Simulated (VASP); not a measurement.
# Rh (Fm-3m) in VASP: further runs

The runs below take Rh through single point, relaxation of cell and atoms, with revPBE, r2SCAN0, vdW-DF-cx, PBEsol-based screened hybrid with 25 % exact exchange.

All numbers are computed with VASP 6.6.1; they aren't measurements. Logs are shortened: lines on timing, memory, paths and dates and some standing lists are left out, and cuts for length are marked.

## (1) The cell of the first run

The structure is cubic, space group Fm-3m (No. 225). Conventional cell: a = 3.796 Å, b = 3.796 Å, c = 3.796 Å, α = 90.00°, β = 90.00°, γ = 90.00°. Within 3.5 Å of Rh (site symmetry m-3m) lie 12 Rh at 2.68 Å.

## (2) Single point, revPBE

INCAR reads:

```
PREC = Accurate
ENCUT = 520
EDIFF = 1E-6
ISMEAR = -1
SIGMA = 0.05
LREAL = F
LASPH = T
NELM = 100
ALGO = Normal
ISIF = 2
LWAVE = F
LCHARG = F
GGA = RE
NBANDS = 14
```

KPOINTS reads:

```
regular mesh
0
Gamma
  7 7 7
```

POSCAR reads:

```
Rh
1.0
    0.0000000000      1.8978500000      1.8978500000
    1.8978500000      0.0000000000      1.8978500000
    1.8978500000      1.8978500000      0.0000000000
Rh
1
Direct
    0.0000000000      0.0000000000      0.0000000000
```

Potentials or basis: VASP PAW PBE potentials, release 64 (Rh_pv).

On the command line:

```console
$ cat potpaw_PBE.64/Rh_pv/POTCAR > POTCAR
$ mpirun -np 1 vasp_std > vasp.out
```

OUTCAR:

```text
PREC = Accurate
   ENCUT = 520
   EDIFF = 1E-6
   ISMEAR = -1
   LREAL = F
   LASPH = T
   NELM = 100
   ISIF = 2
   GGA = RE

 ion  position               nearest neighbor table
   1  0.000  0.000  0.000-

  LATTYP: Found a face centered cubic cell.
 ALAT       =     3.7957000000

  Lattice vectors:

 A1 = (   0.0000000000,   1.8978500000,   1.8978500000)
 A2 = (   1.8978500000,   0.0000000000,   1.8978500000)
 A3 = (   1.8978500000,   1.8978500000,   0.0000000000)

Analysis of symmetry for initial positions (statically):
=====================================================================
 Subroutine PRICEL returns:
 Original cell was already a primitive cell.

 Routine SETGRP: Setting up the symmetry group for a
 face centered cubic supercell.

 Subroutine GETGRP returns: Found 48 space group operations
 (whereof 48 operations were pure point group operations)
 out of a pool of 48 trial point group operations.

The static configuration has the point symmetry O_h .

Analysis of symmetry for dynamics (positions and initial velocities):
=====================================================================
 Subroutine PRICEL returns:
 Original cell was already a primitive cell.

 Routine SETGRP: Setting up the symmetry group for a
 face centered cubic supercell.

 Subroutine GETGRP returns: Found 48 space group operations
 (whereof 48 operations were pure point group operations)
 out of a pool of 48 trial point group operations.

The dynamic configuration has the point symmetry O_h .

 Subroutine INISYM returns: Found 48 space group operations
 (whereof 48 operations are pure point group operations),
 and found     1 'primitive' translations

----------------------------------------------------------------------------------------

                                     Primitive cell

  volume of cell :      13.6715

  direct lattice vectors                    reciprocal lattice vectors
     0.000000000  1.897850000  1.897850000    -0.263456016  0.263456016  0.263456016
     1.897850000  0.000000000  1.897850000     0.263456016 -0.263456016  0.263456016
     1.897850000  1.897850000  0.000000000     0.263456016  0.263456016 -0.263456016

  length of vectors
     2.683965209  2.683965209  2.683965209     0.456319205  0.456319205  0.456319205

  position of ions in fractional coordinates (direct lattice)
     0.000000000  0.000000000  0.000000000

  ion indices of the primitive-cell ions
   primitive index   ion index
                 1           1

----------------------------------------------------------------------------------------

 KPOINTS: regular mesh

Automatic generation of k-mesh.
 Grid dimensions read from file:
 generate k-points for:    7    7    7

 Generating k-lattice:

  Cartesian coordinates                     Fractional coordinates (reciprocal lattice)
    -0.037636574  0.037636574  0.037636574     0.142857143  0.000000000  0.000000000
     0.037636574 -0.037636574  0.037636574     0.000000000  0.142857143  0.000000000
     0.037636574  0.037636574 -0.037636574     0.000000000  0.000000000  0.142857143

  Length of vectors
     0.065188458  0.065188458  0.065188458

  Shift w.r.t. Gamma in fractional coordinates (k-lattice)
     0.000000000  0.000000000  0.000000000

 Subroutine IBZKPT returns following result:
 ===========================================

 Found     20 irreducible k-points:

 Following reciprocal coordinates:
            Coordinates               Weight
  0.000000  0.000000  0.000000      1.000000
  0.142857  0.000000  0.000000      8.000000
  0.285714  0.000000  0.000000      8.000000
  0.428571  0.000000  0.000000      8.000000
  0.142857  0.142857  0.000000      6.000000
  0.285714  0.142857  0.000000     24.000000
[... 12 lines left out ...]
 -0.428571  0.428571  0.142857     24.000000
 -0.285714  0.428571  0.142857     24.000000
   k-points           NKPTS =     20   k-points in BZ     NKDIM =     20   number of bands    NBANDS=     14
   number of dos      NEDOS =    301   number of ions     NIONS =      1
   total plane-waves  NPLWV =   8000
   dimension x,y,z NGX =    20 NGY =   20 NGZ =   20
   dimension x,y,z NGXF=    40 NGYF=   40 NGZF=   40
   ions per type =               1
   NGX,Y,Z   is equivalent  to a cutoff of  12.39, 12.39, 12.39 a.u.
   NGXF,Y,Z  is equivalent  to a cutoff of  24.78, 24.78, 24.78 a.u.
 SYSTEM =  unknown system
   PREC   = accura    normal or accurate (medium, high low for compatibility)
   ISTART =      0    job   : 0-new  1-cont  2-samecut
   ICHARG =      2    charge: 1-file 2-atom 10-const
   ISPIN  =      1    spin polarized calculation?
   LNONCOLLINEAR =      F non collinear calculations
   LSORBIT =      F    spin-orbit coupling
   LASPH  =      T    aspherical Exc in radial PAW
   ENCUT  =  520.0 eV  38.22 Ry    6.18 a.u.   4.99  4.99  4.99*2*pi/ulx,y,z
   NELM   =    100;   NELMIN=  2; NELMDL= -5     # of ELM steps
   EDIFF  = 0.1E-05   stopping-criterion for ELM
   LREAL  =      F    real-space projection
   EDIFFG = 0.1E-04   stopping-criterion for IOM
   NSW    =      0    number of steps for IOM
   IBRION =     -1    ionic relax: 0-MD 1-quasi-New 2-CG
   NFREE  =      0    steps in history (QN), initial steepest desc. (CG)
   ISIF   =      2    stress and relaxation
   ISYM   =      2    0-nonsym 1-usesym 2-fastsym
   POTIM  = 0.5000    time-step for ionic-motion
   TEBEG  =    0.0;   TEEND  =   0.0 temperature during run
   PSTRESS=    0.0 pullay stress
   NELECT =      15.0000    total number of electrons
   NUPDOWN=      -1.0000    fix difference up-down
   EMIN   =  10.00;   EMAX   =-10.00  energy-range for DOS
   EFERMI =   0.00;   METHOD = LEGACY
   ISMEAR =    -1;   SIGMA  =   0.05  broadening in eV -4-tet -1-fermi 0-gaus
   EFERMI_NEDOS =   21; number of points for ismear=-14 and -15
   IALGO  =     38    algorithm
   IMIX   =      4    mixing-type and parameters
     AMIX     =   0.40;   BMIX     =  1.00
     AMIX_MAG =   1.60;   BMIX_MAG =  1.00
  volume/ion in A,a.u.               =      13.67        92.26
  Fermi-wavevector in a.u.,A,eV,Ry     =   1.688496  3.190795 38.790465  2.851019
  Thomas-Fermi vector in A             =   2.770792
   LORBIT       =      0    0 simple, 1 ext, 2 COOP (PROOUT), +10 PAW based schemes
   GGA     = RE    functional components
   LHFCALC =     F    Hartree Fock is set to
   AEXX    =    0.0000 exact exchange contribution
   IVDW    =     0    specifies the selected vdW correction
   LEPSILON=     F    determine dielectric tensor
   LRPA    =     F    only Hartree local field effects (RPA)
 non-spin polarized calculation
  energy-cutoff  :      520.00
  volume of cell :       13.67
 maximum number of plane-waves:       378
   NGX =  9   NGY =  9   NGZ =  9

 number of electron      15.0000007 magnetization

 Free energy of the ion-electron system (eV)
  ---------------------------------------------------
  ext. energy  EPLUGINS =         0.00000000
  ---------------------------------------------------
  free energy    TOTEN  =        -6.79666476 eV

  energy without entropy =       -6.78940235  energy(sigma->0) =       -6.79303355

 E-fermi :  12.1024     XC(G=0): -14.0009

 val. band max:       12.0957580959   @ k =  -0.4286   0.4286   0.0000
 cond. band min:      12.2543568226   @ k =  -0.4286   0.2857   0.1429
 fundamental gap:      0.1585987267
 Fermi energy:        12.1023921156

 k-point     1 :       0.0000    0.0000    0.0000
  band No.  band energies     occupation
      1     -34.3460      2.00000
      2     -34.3460      2.00000
      3     -34.3460      2.00000
      4       4.0938      2.00000
      5       8.9522      2.00000
      6       8.9522      2.00000
      7       8.9522      2.00000
      8      11.0545      2.00000
      9      11.0545      2.00000
     10      28.0595      0.00000
     11      32.5882      0.00000
     12      33.5788      0.00000
     13      33.5788      0.00000
     14      33.5788      0.00000

 k-point     2 :       0.1429    0.0000    0.0000
  band No.  band energies     occupation
      1     -34.4904      2.00000
      2     -34.3656      2.00000
      3     -34.3656      2.00000
      4       4.8680      2.00000
      5       8.6706      2.00000
      6       9.2167      2.00000
      7       9.2167      2.00000
      8      10.9445      2.00000
      9      10.9445      2.00000
     10      29.0732      0.00000
     11      30.4934      0.00000
     12      32.5880      0.00000
     13      34.7359      0.00000
     14      34.7359      0.00000

 k-point     3 :       0.2857    0.0000    0.0000
  band No.  band energies     occupation
      1     -34.8076      2.00000
      2     -34.4092      2.00000
      3     -34.4092      2.00000
      4       6.0380      2.00000
      5       9.2492      2.00000
      6       9.2537      2.00000
      7       9.2537      2.00000
      8      11.4509      2.00000
      9      11.4509      2.00000
     10      26.1068      0.00000
     11      29.3684      0.00000
     12      32.5881      0.00000
     13      36.7054      0.00000
     14      36.7054      0.00000
[... 256 lines left out ...]
 k-point    19 :      -0.4286    0.4286    0.1429
  band No.  band energies     occupation
      1     -34.9569      2.00000
      2     -34.6866      2.00000
      3     -34.6015      2.00000
      4       6.5602      2.00000
      5       6.8756      2.00000
      6       9.9512      2.00000
      7      11.6966      1.99940
      8      12.7185      0.00001
      9      17.4384      0.00000
     10      24.5465      0.00000
     11      24.7498      0.00000
     12      25.9331      0.00000
     13      32.5880      0.00000
     14      35.9218      0.00000

 k-point    20 :      -0.2857    0.4286    0.1429
  band No.  band energies     occupation
      1     -34.8653      2.00000
      2     -34.8202      2.00000
      3     -34.5895      2.00000
      4       7.0143      2.00000
      5       7.7335      2.00000
      6       8.8350      2.00000
      7      10.9154      2.00000
      8      12.7090      0.00001
      9      20.5484      0.00000
     10      21.3149      0.00000
     11      24.0348      0.00000
     12      26.6775      0.00000
     13      32.5883      0.00000
     14      35.7641      0.00000

------------------------ aborting loop because EDIFF is reached ----------------------------------------

  FORCE on cell =-STRESS in cart. coord.  units (eV):
  Direction    XX          YY          ZZ          XY          YZ          ZX
  --------------------------------------------------------------------------------------
  -------------------------------------------------------------------------------------
  Total        0.8315097      0.8315097      0.8315097      0.0000000     -0.0000000      0.0000000
  in kB       97.4456071     97.4456071     97.4456071      0.0000000     -0.0000000      0.0000000
  external PRESSURE =      97.4456071 kB  Pullay stress =       0.0000000 kB

 VOLUME and BASIS-vectors are now :
 -----------------------------------------------------------------------------
  energy-cutoff  :      520.00
  volume of cell :       13.67
      direct lattice vectors                 reciprocal lattice vectors
     0.000000000  1.897850000  1.897850000    -0.263456016  0.263456016  0.263456016
     1.897850000  0.000000000  1.897850000     0.263456016 -0.263456016  0.263456016
     1.897850000  1.897850000  0.000000000     0.263456016  0.263456016 -0.263456016

 POSITION                                       TOTAL-FORCE (eV/Angst)
 -----------------------------------------------------------------------------------
      0.00000      0.00000      0.00000        -0.000000      0.000000      0.000000
 -----------------------------------------------------------------------------------
    total drift:                                0.000000      0.000000      0.000000

  FREE ENERGIE OF THE ION-ELECTRON SYSTEM (eV)
  ---------------------------------------------------
  free  energy   TOTEN  =        -6.7966647599 eV

  energy  without entropy=       -6.7894023489  energy(sigma->0) =       -6.79303355
```

It took 2.9 s on 1 thread of Intel Xeon Platinum 8488C (Sapphire Rapids), shared host; peak memory 0.12 GiB.

What came out:

| Quantity | Value |
| --- | --- |
| Free energy | -6.7967 eV |
| Pressure | 9.7 GPa |
| Band gap on the k mesh | zero (an odd number of electrons rules out a gap without spin polarisation) |

Caveat: the k points lie up to 0.41 Å⁻¹ apart, too coarse for converged energies and pressures of a metal; the PAW data sets were made with another functional, which shifts forces and pressure a little.

## (3) Single point, r2SCAN0

POSCAR is that of step 2.

INCAR.step1 reads:

```
PREC     = Accurate       # precision mode
ENCUT    = 520            # plane-wave cutoff, eV
EDIFF    = 1E-5           # SCF threshold, eV
ISMEAR   = -1             # smearing method
SIGMA    = 0.05           # smearing width, eV
LREAL    = False          # projectors in reciprocal space
LASPH    = True           # aspherical terms in the spheres
NELM     = 100            # most SCF steps
ALGO     = Normal         # electronic algorithm
ISIF     = 2              # what is computed and relaxed
LWAVE    = True           # write WAVECAR
LCHARG   = False          # write CHGCAR
GGA      = PE             # functional
NBANDS   = 14             # bands
```

INCAR.step2 reads:

```
PREC     = Accurate       # precision mode
ENCUT    = 520            # plane-wave cutoff, eV
EDIFF    = 1E-6           # SCF threshold, eV
ISMEAR   = -1             # smearing method
SIGMA    = 0.05           # smearing width, eV
LREAL    = False          # projectors in reciprocal space
LASPH    = True           # aspherical terms in the spheres
NELM     = 100            # most SCF steps
ALGO     = Normal         # electronic algorithm
ISIF     = 2              # what is computed and relaxed
LWAVE    = False          # write WAVECAR
LCHARG   = False          # write CHGCAR
METAGGA  = R2SCAN         # meta-GGA
LHFCALC  = True           # exact exchange
AEXX     = 0.25           # exact-exchange fraction
LMIXTAU  = True         
PRECFOCK = Normal       
ISTART   = 1            
NBANDS   = 14             # bands
```

KPOINTS reads:

```
Automatic mesh
0
Gamma
  7 7 7
```

Potentials or basis: VASP PAW PBE potentials, release 64 (Rh_pv).

On the command line:

```console
$ cat potpaw_PBE.64/Rh_pv/POTCAR > POTCAR
$ cp INCAR.step1 INCAR
$ mpirun -np 1 vasp_std > vasp.out
$ cp INCAR.step2 INCAR
$ mpirun -np 1 vasp_std > vasp.out
```

It took 17 min on 1 thread of Intel Xeon Platinum 8488C (Sapphire Rapids), shared host; peak memory 0.14 GiB.

Results (log left out):

* Free energy: -22.1996 eV
* Pressure: -7.8 GPa
* Band gap on the k mesh: zero (an odd number of electrons rules out a gap without spin polarisation)

Levels at points of the mesh, in eV from the Fermi level:
| k point | band 3 | band 4 | band 5 | band 6 | band 7 | band 8 | band 9 | band 10 | band 11 | band 12 |
| --- | --- | --- | --- | --- | --- | --- | --- | --- | --- | --- |
| (0.00, 0.00, 0.00) | -50.78 | -9.37 | -4.16 | -4.16 | -4.16 | -2.23 | -2.23 | 18.09 | 24.08 | 24.08 |

Caveat: the k points lie up to 0.41 Å⁻¹ apart, too coarse for converged energies and pressures of a metal; the PAW data sets were made with another functional, which shifts forces and pressure a little.

[end of part 1 of 2]

The gap in the log of VASP goes by the Fermi energy; the results here count the filled bands.